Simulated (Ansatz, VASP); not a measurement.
# MnS: VASP beside Ansatz

```
CELL_PARAMETERS angstrom
0.00000 2.34405 2.34405
2.34405 0.00000 2.34405
2.34405 2.34405 0.00000
ATOMIC_POSITIONS crystal
Mn 0.00000 0.00000 0.00000
S 0.50000 0.50000 0.50000
```

Alike in both runs: task single point; functional PBE; k mesh 12 × 12 × 12; occupations gaussian, width 0.05 eV; no spin polarisation.

```csv
,VASP,Ansatz
version,VASP 6.6.1,Ansatz 0.2.0
potentials or method,"VASP PAW PBE potentials, release 64 (Mn_pv, S), cutoff 520 eV","scalar-relativistic, plane waves, PAW"
valence electrons in the cell,19,21
```

```csv
,VASP,Ansatz,Ansatz less VASP
gap on the k mesh at the Fermi level (eV),none,none,-
pressure (GPa),0.6,0.4,-0.24
```

A gap of «none» marks a metal or a gap that the smearing closes. VASP's potentials hold 19 valence electrons a cell and Ansatz's 21, so a difference there can come from the potentials and not from the codes.
